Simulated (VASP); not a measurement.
Here is a VASP 6.6.1 calculation.

File INCAR:

```
SYSTEM = WSe2
PREC = Accurate ; ENCUT = 520
EDIFF = 1E-6 ; ISMEAR = 0
SIGMA = 0.05 ; LREAL = .FALSE.
LASPH = .TRUE. ; NELM = 100
ALGO = Normal ; ISIF = 2
LWAVE = .FALSE. ; LCHARG = .FALSE.
GGA = PE ; NBANDS = 64
```

File KPOINTS:

```
regular mesh
0
G
  12 12 1
  0 0 0
```

POSCAR

```
WSe2
1.0
    3.3206779314      0.0000000000      0.0000000000
   -1.6603389657      2.8757914463      0.0000000000
    0.0000000000      0.0000000000     38.7701078913
W Se
4 8
Direct
    0.6666666667      0.3333333333      0.9017078408
    0.6666666667      0.3333333333      0.2946354236
    0.3333333333      0.6666666667      0.7053645764
    0.3333333333      0.6666666667      0.0982921592
    0.3333333333      0.6666666667      0.9449957770
    0.3333333333      0.6666666667      0.3379184716
    0.6666666667      0.3333333333      0.7486532095
    0.6666666667      0.3333333333      0.1415801562
    0.3333333333      0.6666666667      0.8584198438
    0.3333333333      0.6666666667      0.2513467905
    0.6666666667      0.3333333333      0.6620815284
    0.6666666667      0.3333333333      0.0550042230
```

Potentials or basis: VASP PAW PBE potentials, release 64 (W_sv, Se).

Launch:

```bash
$ cat potpaw_PBE.64/W_sv/POTCAR potpaw_PBE.64/Se/POTCAR > POTCAR
$ mpirun -np 1 vasp_std > vasp.out
```

Task: Estimate the band gap on the k mesh.

Result: 1.51 eV (least direct gap 1.53 eV).

Task: Estimate the largest force.

Result: 0.044 eV/Å.

Forces on the atoms (eV/Å):
```
W    0.000  0.000  0.000
W    0.000  0.000  0.000
W    0.000  0.000  0.000
W    0.000  0.000  0.000
Se   0.000  0.000  0.044
Se   0.000  0.000  0.044
Se   0.000  0.000  0.044
Se   0.000  0.000  0.044
Se   0.000  0.000 -0.044
Se   0.000  0.000 -0.044
Se   0.000  0.000 -0.044
Se   0.000  0.000 -0.044
```

Caveat: there is no dipole correction, which matters where the two faces differ; spin-orbit coupling is left out, which moves the levels of the heavy elements.
